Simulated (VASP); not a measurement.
Input of a VASP 6.6.1 run:

INCAR

```
SYSTEM = Al3BN2
  PREC = Accurate
  ENCUT = 600
  EDIFF = 1E-7
  ISMEAR = 0
  SIGMA = 0.15
  LREAL = .False.
  LASPH = .True.
  NELM = 120
  ALGO = Normal
  ISIF = 3
  LWAVE = .False.
  LCHARG = .False.
  GGA = PE
  IBRION = 2
  NSW = 36
  EDIFFG = -0.08
  GGA_COMPAT = .False.
  NELMIN = 4
```

The input KPOINTS:

```
regular mesh
0
Gamma
  3 3 3
  0 0 0
```

File POSCAR:

```
Al3BN2
1.0
    2.4172970400      1.3956271000      3.8137022600
   -2.4172970400      1.3956271000      3.8137022600
    0.0000000000     -2.7912541900      3.8137022600
Al B N
3 1 2
Direct
    0.0000000000      0.5000000000      0.0000000000
    0.5000000000      0.0000000000      0.0000000000
    0.0000000000      0.0000000000      0.5000000000
    0.0000000000      0.0000000000      0.0000000000
    0.6234802600      0.6234802600      0.6234802600
    0.3765197400      0.3765197400      0.3765197400
```

Potentials or basis: VASP PAW PBE potentials, release 64 (Al, B, N).

The run is started by

```console
$ cat potpaw_PBE.64/Al/POTCAR potpaw_PBE.64/B/POTCAR potpaw_PBE.64/N/POTCAR > POTCAR
$ mpirun -np 1 vasp_std > vasp.out
```

Predict the space group after relaxing (to 0.1 Å).

R-3m (No. 166).

What does it give for the relaxed cell?

a = 4.031 Å, b = 4.031 Å, c = 4.031 Å, α = 89.87°, β = 89.87°, γ = 89.87°.

Predict the band gap on the k mesh.

0.76 eV (least direct gap 1.64 eV).

Stress tensor (GPa, compression positive):
```
 0.64  0.00  0.00
 0.00  0.64  0.00
 0.00  0.00 -0.51
```

Caveat: the k points lie up to 0.52 Å⁻¹ apart in the final cell; semilocal functionals underestimate gaps, and a narrow one can read as zero. A k mesh can miss the band edges.
